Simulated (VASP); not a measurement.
A run of VASP 6.6.1 is set up as follows.

Contents of POSCAR:

```
InP
1.0
    0.0000000000      2.9978724482      3.0421759819
    2.9978724482      0.0000000000      3.0421759819
    2.9978724482      2.9978724482      0.0000000000
In P
1 1
Direct
    0.0000000000      0.0000000000      0.0000000000
    0.7500000000      0.7500000000      0.7500000000
```

Contents of INCAR.step1:

```
ALGO = Normal ; EDIFF = 1E-4
ENCUT = 520 ; GGA = PE
ISMEAR = 0 ; LASPH = True
LCHARG = False ; LREAL = False
LWAVE = True ; NBANDS = 16
NELM = 100 ; PREC = Accurate
SIGMA = 0.05
```

File INCAR.step2:

```
ALGO = Normal ; EDIFF = 1E-6
ENCUT = 520 ; ISIF = 2
ISMEAR = 0 ; ISTART = 1
LASPH = True ; LCHARG = False
LMIXTAU = True ; LREAL = False
LWAVE = False ; METAGGA = R2SCAN
NBANDS = 16 ; NELM = 100
PREC = Accurate ; SIGMA = 0.05
```

Contents of KPOINTS:

```
k-points
0
Gamma
  8 8 8
```

Potentials or basis: VASP PAW PBE potentials, release 64 (In_d, P).

The run is started by

```console
$ cat potpaw_PBE.64/In_d/POTCAR potpaw_PBE.64/P/POTCAR > POTCAR
$ cp INCAR.step1 INCAR
$ mpirun -np 1 vasp_std > vasp.out
$ cp INCAR.step2 INCAR
$ mpirun -np 1 vasp_std > vasp.out
```

(1) Estimate the band gap on the k mesh.

(2) Estimate the pressure.

## Answers

(1) 0.66 eV.

(2) -3.6 GPa.

Caveat: the cell differs from its parent crystal (strain +0.015 along x and y, +0.030 along z); the cell stands under tension; semilocal functionals underestimate gaps, and a narrow one can read as zero; the PAW data sets were made with another functional, which shifts forces and pressure a little; spin-orbit coupling is left out, which moves the levels of the heavy elements.
